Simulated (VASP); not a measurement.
The system is C.

```
C
1.0
    -1.40625    1.40625    1.40625
     1.40625   -1.40625    1.40625
     1.40625    1.40625   -1.40625
C
1
Direct
  0.00000 0.00000 0.00000
```

```yaml
Program: VASP 6.6.1
Task: relaxation of cell and atoms
Functional: PBE
Potentials_or_basis: VASP PAW PBE potentials, release 64 (C)
Cutoff: 600 eV
k_mesh: 16 × 16 × 16
Occupations: fermi-dirac, width 0.03 eV
Spin: no spin polarisation
```

At the start: pressure -31.5 GPa; volume 11.12 Å³/atom.

Task: Where does the relaxation end?

Result: Over 20 steps the energy falls by 662.6 meV/atom and the volume is 6.64 Å³/atom (-40.3 %); space group Im-3m (No. 229, to 0.05 Å).

Step by step:
| step | energy change (eV) | largest force (eV/Å) | pressure (GPa) | volume (Å³) |
| --- | --- | --- | --- | --- |
| 1 | 0.0000 | 0.0000 | -31.52 | 11.12 |
| 2 | -0.5598 | 0.0000 | -21.17 | 7.96 |
| 3 | -0.6606 | 0.0000 | -3.98 | 6.79 |
| 4 | -0.6623 | 0.0000 | 1.68 | 6.58 |
| 5 | -0.6625 | 0.0000 | -0.53 | 6.66 |
| 6 | -0.6625 | 0.0000 | -0.51 | 6.66 |
| 7 | -0.6625 | 0.0000 | -0.49 | 6.66 |
| 8 | -0.6625 | 0.0000 | -0.48 | 6.66 |
| 9 | -0.6625 | 0.0000 | -0.48 | 6.66 |
| 10 | -0.6625 | 0.0000 | -0.48 | 6.66 |
| 11 | -0.6625 | 0.0000 | -0.48 | 6.66 |
| 12 | -0.6625 | 0.0000 | -0.48 | 6.66 |
| 13 | -0.6625 | 0.0000 | -0.47 | 6.66 |
| 14 | -0.6625 | 0.0000 | -0.47 | 6.66 |
| 15 | -0.6625 | 0.0000 | -0.45 | 6.66 |
| 16 | -0.6625 | 0.0000 | -0.42 | 6.65 |
| 17 | -0.6626 | 0.0000 | -0.36 | 6.65 |
| 18 | -0.6626 | 0.0000 | -0.14 | 6.65 |
| 19 | -0.6626 | 0.0000 | 0.21 | 6.63 |
| 20 | -0.6626 | 0.0000 | 0.00 | 6.64 |

Final structure:
```
CELL_PARAMETERS angstrom
-1.18410 1.18410 1.18410
1.18410 -1.18410 1.18410
1.18410 1.18410 -1.18410
ATOMIC_POSITIONS crystal
C 0.00000 0.00000 0.00000
```

Caveat: the volume moved by over 15 % at a fixed basis, so the end points are rough.
